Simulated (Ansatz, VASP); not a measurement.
**One calculation of SnO2, two programs**

```xyz
6
Lattice="4.6170 0.0000 0.0000 0.0000 4.6173 0.0000 0.0000 0.0000 3.1527" Properties=species:S:1:pos:R:3 pbc="T T T"
Sn    2.3085    2.3086    1.5764
Sn    0.0000    0.0000    0.0000
O     1.4122    1.4127    0.0000
O     3.7207    0.8959    1.5764
O     0.8963    3.7213    1.5764
O     3.2048    3.2046    0.0000
```

Change from the starting cell: strain -0.030 along x and y, -0.015 along z, atoms carried along.

Alike in both runs: task single point; functional r2SCAN; k mesh 6 × 6 × 8; occupations gaussian, width 0.05 eV; no spin polarisation.

|  | VASP | Ansatz |
| --- | --- | --- |
| version | VASP 6.6.1 | Ansatz 0.2.0 |
| potentials or method | VASP PAW PBE potentials, release 64 (Sn_d, O), cutoff 520 eV | scalar-relativistic, plane waves, PAW |
| valence electrons in the cell | 52 | 52 |

Ansatz gave:

```
gap on the k mesh at the Fermi level (eV)                     : 2.68
least direct gap on the mesh (eV)                             : 2.68
pressure (GPa)                                                : 18.9
traceless stress, the component that is largest in VASP (GPa) : 0.57
rms of the force components (eV/Å)                            : 0.085
```

Q: What did VASP give for the same quantities?

A: gap on the k mesh at the Fermi level (eV): 2.71; least direct gap on the mesh (eV): 2.71; pressure (GPa): 20.4; traceless stress, the component that is largest in VASP (GPa): 0.96; rms of the force components (eV/Å): 0.096.

VASP's potentials were made for PBE, not for r2SCAN. Atom by atom the forces differ by 0.011 eV/Å (rms over components).
